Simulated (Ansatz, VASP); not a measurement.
Two plane-wave programs on C

```
CELL_PARAMETERS angstrom
5.67456 0.00000 0.00000
-2.83728 4.91431 0.00000
0.00000 0.00000 1.22924
ATOMIC_POSITIONS crystal
C 0.00000 0.00000 0.00000
C 0.33333 0.66667 0.50000
C 0.66667 0.33333 0.50000
```

Alike in both runs: task single point; functional PBEsol; k mesh 7 × 7 × 27; occupations fermi-dirac, width 0.1 eV; no spin polarisation.

|  | VASP | Ansatz |
| --- | --- | --- |
| version | VASP 6.6.1 | Ansatz 0.2.0 |
| potentials or method | VASP PAW PBE potentials, release 64 (C), cutoff 520 eV | plane waves (420 eV) with PAW, scalar-relativistic |
| valence electrons in the cell | 12 | 12 |

VASP gave:

| Property | Result |
| --- | --- |
| pressure (GPa) | 27.9 |
| traceless stress, the component that is largest in VASP (GPa) | 51.17 |

What did Ansatz give for the same quantities?

Pressure (GPa): 28.0; traceless stress, the component that is largest in VASP (GPa): 51.20.

VASP's potentials were made for PBE, not for PBEsol, and Ansatz warns of the same on its side. With one functional, cell and mesh, what is left measures potentials, basis and numerics.
